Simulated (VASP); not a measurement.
# PbS (Cmcm) in VASP: notebook

The runs below take PbS through single point, with PBEsol.

Program: VASP 6.6.1. These are calculated values, not measurements. Logs are shortened: lines on timing, memory, paths and dates and some standing lists are left out, and cuts for length are marked.

## 1. The cell of the first run

It takes space group Cmcm (No. 63, orthorhombic). The conventional cell has a = 4.160 Å, b = 11.983 Å, c = 4.279 Å, α = 90.00°, β = 90.00°, γ = 90.00°. Pb (site symmetry m2m) has 5 S at 2.69 to 2.99 Å within 3.5 Å. Within 3.5 Å of S (site symmetry m2m) lie 5 Pb at 2.69 to 2.99 Å.

## 2. Single point, PBEsol

Contents of INCAR:

```
ALGO = Normal
EDIFF = 1E-7
ENCUT = 520
GGA = PS
ISIF = 2
ISMEAR = 0
LASPH = True
LCHARG = False
LREAL = False
LWAVE = False
NBANDS = 28
NELM = 100
PREC = Accurate
SIGMA = 0.01
```

Contents of KPOINTS:

```
k-points
0
Gamma
  5 5 5
```

Contents of POSCAR:

```
PbS
1.0
    2.0799530000     -5.9912970000      0.0000000000
    2.0799530000      5.9912970000      0.0000000000
    0.0000000000      0.0000000000      4.2793210000
Pb S
2 2
Direct
    0.8694370000      0.1305630000      0.7500000000
    0.1305630000      0.8694370000      0.2500000000
    0.6452030000      0.3547970000      0.7500000000
    0.3547970000      0.6452030000      0.2500000000
```

Potentials or basis: VASP PAW PBE potentials, release 64 (Pb_d, S).

Run with:

```sh
cat potpaw_PBE.64/Pb_d/POTCAR potpaw_PBE.64/S/POTCAR > POTCAR
mpirun -np 1 vasp_std > vasp.out
```

OUTCAR:

```text
EDIFF = 1E-7
   ENCUT = 520
   GGA = PS
   ISIF = 2
   ISMEAR = 0
   LASPH = True
   LREAL = False
   NELM = 100
   PREC = Accurate

 ion  position               nearest neighbor table
   1  0.869  0.131  0.750-   3 2.69   4 2.99   4 2.99   4 2.99   4 2.99   2 3.79   2 3.79   2 4.13
                             2 4.13   2 4.13   2 4.13
   2  0.131  0.869  0.250-   4 2.69   3 2.99   3 2.99   3 2.99   3 2.99   1 3.79   1 3.79   1 4.13
                             1 4.13   1 4.13   1 4.13
   3  0.645  0.355  0.750-   1 2.69   2 2.99   2 2.99   2 2.99   2 2.99
   4  0.355  0.645  0.250-   2 2.69   1 2.99   1 2.99   1 2.99   1 2.99

  LATTYP: Found a base centered orthorhombic cell.
 ALAT       =     4.1599060000
 B/A-ratio  =     2.8804963381
 C/A-ratio  =     1.0287061775

  Lattice vectors:

 A1 = (   2.0799530000,  -5.9912970000,   0.0000000000)
 A2 = (   2.0799530000,   5.9912970000,   0.0000000000)
 A3 = (   0.0000000000,   0.0000000000,   4.2793210000)

Analysis of symmetry for initial positions (statically):
=====================================================================
 Subroutine PRICEL returns:
 Original cell was already a primitive cell.

 Routine SETGRP: Setting up the symmetry group for a
 base centered orthorhombic supercell.

 Subroutine GETGRP returns: Found  8 space group operations
 (whereof  4 operations were pure point group operations)
 out of a pool of  8 trial point group operations.

The static configuration has the point symmetry C_2h.
 The point group associated with its full space group is D_2h.

Analysis of symmetry for dynamics (positions and initial velocities):
=====================================================================
 Subroutine PRICEL returns:
 Original cell was already a primitive cell.

 Routine SETGRP: Setting up the symmetry group for a
 base centered orthorhombic supercell.

 Subroutine GETGRP returns: Found  8 space group operations
 (whereof  4 operations were pure point group operations)
 out of a pool of  8 trial point group operations.

The dynamic configuration has the point symmetry C_2h.
 The point group associated with its full space group is D_2h.

 Subroutine INISYM returns: Found  8 space group operations
 (whereof  4 operations are pure point group operations),
 and found     1 'primitive' translations

----------------------------------------------------------------------------------------

                                     Primitive cell

  volume of cell :     106.6545

  direct lattice vectors                    reciprocal lattice vectors
     2.079953000 -5.991297000  0.000000000     0.240390047 -0.083454384  0.000000000
     2.079953000  5.991297000  0.000000000     0.240390047  0.083454384  0.000000000
     0.000000000  0.000000000  4.279321000     0.000000000  0.000000000  0.233681932

  length of vectors
     6.342069396  6.342069396  4.279321000     0.254464161  0.254464161  0.233681932

  position of ions in fractional coordinates (direct lattice)
     0.869437000  0.130563000  0.750000000
     0.130563000  0.869437000  0.250000000
     0.645203000  0.354797000  0.750000000
     0.354797000  0.645203000  0.250000000

  ion indices of the primitive-cell ions
   primitive index   ion index
                 1           1
                 2           2
                 3           3
                 4           4

----------------------------------------------------------------------------------------

 KPOINTS: k-points

Automatic generation of k-mesh.
 Grid dimensions read from file:
 generate k-points for:    5    5    5

 Generating k-lattice:

  Cartesian coordinates                     Fractional coordinates (reciprocal lattice)
     0.048078009 -0.016690877  0.000000000     0.200000000  0.000000000  0.000000000
     0.048078009  0.016690877  0.000000000     0.000000000  0.200000000  0.000000000
     0.000000000  0.000000000  0.046736386     0.000000000  0.000000000  0.200000000

  Length of vectors
     0.050892832  0.050892832  0.046736386

  Shift w.r.t. Gamma in fractional coordinates (k-lattice)
     0.000000000  0.000000000  0.000000000

 Subroutine IBZKPT returns following result:
 ===========================================

 Found     27 irreducible k-points:

 Following reciprocal coordinates:
            Coordinates               Weight
  0.000000  0.000000  0.000000      1.000000
  0.200000  0.000000  0.000000      4.000000
  0.400000 -0.000000  0.000000      4.000000
  0.200000  0.200000  0.000000      2.000000
  0.400000  0.200000  0.000000      4.000000
 -0.400000  0.200000  0.000000      4.000000
[... 16 lines left out ...]
  0.400000  0.200000  0.400000      8.000000
 -0.400000  0.200000  0.400000      8.000000
 [... further k-points ...]
   k-points           NKPTS =     27   k-points in BZ     NKDIM =     27   number of bands    NBANDS=     28
   number of dos      NEDOS =    301   number of ions     NIONS =      4
   total plane-waves  NPLWV =  73728
   dimension x,y,z NGX =    48 NGY =   48 NGZ =   32
   dimension x,y,z NGXF=    96 NGYF=   96 NGZF=   64
   ions per type =               2   2
   NGX,Y,Z   is equivalent  to a cutoff of  12.58, 12.58, 12.43 a.u.
   NGXF,Y,Z  is equivalent  to a cutoff of  25.16, 25.16, 24.86 a.u.
 SYSTEM =  unknown system
   PREC   = accura    normal or accurate (medium, high low for compatibility)
   ISTART =      0    job   : 0-new  1-cont  2-samecut
   ICHARG =      2    charge: 1-file 2-atom 10-const
   ISPIN  =      1    spin polarized calculation?
   LNONCOLLINEAR =      F non collinear calculations
   LSORBIT =      F    spin-orbit coupling
   LASPH  =      T    aspherical Exc in radial PAW
   ENCUT  =  520.0 eV  38.22 Ry    6.18 a.u.  11.79 11.79  7.96*2*pi/ulx,y,z
   NELM   =    100;   NELMIN=  2; NELMDL= -5     # of ELM steps
   EDIFF  = 0.1E-06   stopping-criterion for ELM
   LREAL  =      F    real-space projection
   EDIFFG = 0.1E-05   stopping-criterion for IOM
   NSW    =      0    number of steps for IOM
   IBRION =     -1    ionic relax: 0-MD 1-quasi-New 2-CG
   NFREE  =      0    steps in history (QN), initial steepest desc. (CG)
   ISIF   =      2    stress and relaxation
   ISYM   =      2    0-nonsym 1-usesym 2-fastsym
   POTIM  = 0.5000    time-step for ionic-motion
   TEBEG  =    0.0;   TEEND  =   0.0 temperature during run
   PSTRESS=    0.0 pullay stress
   NELECT =      40.0000    total number of electrons
   NUPDOWN=      -1.0000    fix difference up-down
   EMIN   =  10.00;   EMAX   =-10.00  energy-range for DOS
   EFERMI =   0.00;   METHOD = LEGACY
   ISMEAR =     0;   SIGMA  =   0.01  broadening in eV -4-tet -1-fermi 0-gaus
   EFERMI_NEDOS =   21; number of points for ismear=-14 and -15
   IALGO  =     38    algorithm
   IMIX   =      4    mixing-type and parameters
     AMIX     =   0.40;   BMIX     =  1.00
     AMIX_MAG =   1.60;   BMIX_MAG =  1.00
  volume/ion in A,a.u.               =      26.66       179.94
  Fermi-wavevector in a.u.,A,eV,Ry     =   1.180597  2.231005 18.963933  1.393810
  Thomas-Fermi vector in A             =   2.316887
   LORBIT       =      0    0 simple, 1 ext, 2 COOP (PROOUT), +10 PAW based schemes
   GGA     = PS    functional components
   LHFCALC =     F    Hartree Fock is set to
   AEXX    =    0.0000 exact exchange contribution
   IVDW    =     0    specifies the selected vdW correction
   LEPSILON=     F    determine dielectric tensor
   LRPA    =     F    only Hartree local field effects (RPA)
 non-spin polarized calculation
 Gauss-broadening in eV      SIGMA  =   0.01
  energy-cutoff  :      520.00
  volume of cell :      106.65
 maximum number of plane-waves:      2885
   NGX = 23   NGY = 23   NGZ = 15

 number of electron      40.0000007 magnetization

 Free energy of the ion-electron system (eV)
  ---------------------------------------------------
  ext. energy  EPLUGINS =         0.00000000
  ---------------------------------------------------
  free energy    TOTEN  =       -18.74203759 eV

  energy without entropy =      -18.74203759  energy(sigma->0) =      -18.74203759

 E-fermi :   4.9116     XC(G=0):  -9.7802

 val. band max:        4.8121754299   @ k =  -0.4000   0.4000   0.4000
 cond. band min:       5.9445329695   @ k =   0.2000   0.2000   0.0000
 fundamental gap:      1.1323575396
 Fermi energy:         4.9116023441

 k-point     1 :       0.0000    0.0000    0.0000
  band No.  band energies     occupation
      1     -11.5247      2.00000
      2     -11.4233      2.00000
      3     -11.4141      2.00000
      4     -11.4114      2.00000
      5     -11.3766      2.00000
      6     -11.3732      2.00000
[... 20 lines left out ...]
     27      10.8510      0.00000
     28      11.6798      0.00000

 k-point     2 :       0.2000    0.0000    0.0000
  band No.  band energies     occupation
      1     -11.5017      2.00000
      2     -11.4137      2.00000
      3     -11.4092      2.00000
      4     -11.3946      2.00000
      5     -11.3851      2.00000
      6     -11.3804      2.00000
[... 20 lines left out ...]
     27      11.3011      0.00000
     28      12.4066      0.00000

 k-point     3 :       0.4000   -0.0000    0.0000
  band No.  band energies     occupation
      1     -11.4554      2.00000
      2     -11.4172      2.00000
      3     -11.4113      2.00000
      4     -11.4052      2.00000
      5     -11.3833      2.00000
      6     -11.3789      2.00000
[... 20 lines left out ...]
     27      12.6187      0.00000
     28      13.4296      0.00000

 k-point     4 :       0.2000    0.2000    0.0000
  band No.  band energies     occupation
      1     -11.4585      2.00000
      2     -11.4171      2.00000
      3     -11.4142      2.00000
      4     -11.3976      2.00000
      5     -11.3798      2.00000
      6     -11.3767      2.00000
[... 578 lines left out ...]
     27      11.3017      0.00000
     28      12.0766      0.00000

 k-point    23 :       0.4000    0.2000    0.4000
  band No.  band energies     occupation
      1     -11.5067      2.00000
      2     -11.4992      2.00000
      3     -11.4115      2.00000
      4     -11.3949      2.00000
      5     -11.3730      2.00000
      6     -11.3618      2.00000
[... 20 lines left out ...]
     27      11.1572      0.00000
     28      11.5817      0.00000

 k-point    24 :      -0.4000    0.2000    0.4000
  band No.  band energies     occupation
      1     -11.4772      2.00000
      2     -11.4536      2.00000
      3     -11.4117      2.00000
      4     -11.4014      2.00000
      5     -11.3725      2.00000
      6     -11.3653      2.00000
[... 20 lines left out ...]
     27      12.2123      0.00000
     28      12.8179      0.00000

 [... further k-points ...]
[... 5 lines left out ...]
  --------------------------------------------------------------------------------------
  -------------------------------------------------------------------------------------
  Total       -1.3108761     -1.0277562     -1.4335125      0.0000000      0.0000000      0.0000000
  in kB      -19.6921438    -15.4390811    -21.5344028      0.0000000      0.0000000      0.0000000
  external PRESSURE =     -18.8885426 kB  Pullay stress =       0.0000000 kB

 VOLUME and BASIS-vectors are now :
 -----------------------------------------------------------------------------
  energy-cutoff  :      520.00
  volume of cell :      106.65
      direct lattice vectors                 reciprocal lattice vectors
     2.079953000 -5.991297000  0.000000000     0.240390047 -0.083454384  0.000000000
     2.079953000  5.991297000  0.000000000     0.240390047  0.083454384  0.000000000
     0.000000000  0.000000000  4.279321000     0.000000000  0.000000000  0.233681932

 POSITION                                       TOTAL-FORCE (eV/Angst)
 -----------------------------------------------------------------------------------
      2.07995     -4.42681      3.20949         0.000000      0.033949     -0.000000
      2.07995      4.42681      1.06983         0.000000     -0.033949     -0.000000
      2.07995     -1.73991      3.20949         0.000000      0.018500     -0.000000
      2.07995      1.73991      1.06983         0.000000     -0.018500      0.000000
 -----------------------------------------------------------------------------------
    total drift:                                0.000000     -0.000000      0.000000

  FREE ENERGIE OF THE ION-ELECTRON SYSTEM (eV)
  ---------------------------------------------------
  free  energy   TOTEN  =       -18.7420375905 eV

  energy  without entropy=      -18.7420375905  energy(sigma->0) =      -18.74203759
```

It took 2.6 min on 1 thread of Intel Xeon 8259CL, shared host; peak memory 0.29 GiB.

Results:

* Free energy: -18.7420 eV
* Pressure: -1.9 GPa
* Largest force: 0.034 eV/Å
* Band gap on the k mesh: 1.13 eV (least direct gap 1.20 eV)

Forces on the atoms (eV/Å):
```
Pb   0.000  0.034  0.000
Pb   0.000 -0.034  0.000
S    0.000  0.018  0.000
S    0.000 -0.018  0.000
```

Levels at points of the mesh, in eV from the valence-band top:
| k point | band 18 | band 19 | band 20 | band 21 | band 22 | band 23 |
| --- | --- | --- | --- | --- | --- | --- |
| (0.00, 0.00, 0.00) | -1.67 | -1.48 | -0.50 | 4.59 | 4.60 | 4.82 |

Caveat: the PAW data sets were made with another functional, which shifts forces and pressure a little; spin-orbit coupling is left out, which moves the levels of the heavy elements; an odd mesh through Γ misses points on the zone boundary, where band edges can lie.

## 3. Single point, PBEsol

Contents of INCAR:

```
SYSTEM = PbS
PREC = Accurate ; ENCUT = 520
EDIFF = 1E-6 ; ISMEAR = 0
SIGMA = 0.01 ; LREAL = .FALSE.
LASPH = .TRUE. ; NELM = 100
ALGO = Normal ; ISIF = 2
LWAVE = .FALSE. ; LCHARG = .TRUE.
GGA = PS ; LELF = .TRUE.
LVHAR = .TRUE. ; NBANDS = 28
```

Contents of KPOINTS:

```
Automatic mesh
0
G
  5 5 5
  0 0 0
```

POSCAR is that of step 2.

Potentials or basis: VASP PAW PBE potentials, release 64 (Pb_d, S).

Run with:

```sh
cat potpaw_PBE.64/Pb_d/POTCAR potpaw_PBE.64/S/POTCAR > POTCAR
mpirun -np 1 vasp_std > vasp.out
```

Run time: 2.3 min. Hardware: 1 thread of Intel Xeon 8259CL, shared host; peak memory 0.29 GiB.

It converged, with:

```yaml
Free_energy: -18.7420 eV
Pressure: -1.9 GPa
Largest_force: 0.033 eV/Å
Band_gap_on_the_k_mesh: 1.13 eV (least direct gap 1.20 eV)
```

Forces in eV/Å, atoms in the order of the input:
```
Pb   0.000  0.033  0.000
Pb   0.000 -0.033  0.000
S    0.000  0.018  0.000
S    0.000 -0.018  0.000
```

Stress tensor (GPa, compression positive):
```
-1.97  0.00  0.00
 0.00 -1.55  0.00
 0.00  0.00 -2.16
```

Levels at points of the mesh, in eV from the valence-band top:
| k point | band 18 | band 19 | band 20 | band 21 | band 22 | band 23 |
| --- | --- | --- | --- | --- | --- | --- |
| (0.00, 0.00, 0.00) | -1.67 | -1.48 | -0.50 | 4.59 | 4.60 | 4.82 |

Caveat: the PAW data sets were made with another functional, which shifts forces and pressure a little; spin-orbit coupling is left out, which moves the levels of the heavy elements; an odd mesh through Γ misses points on the zone boundary, where band edges can lie.
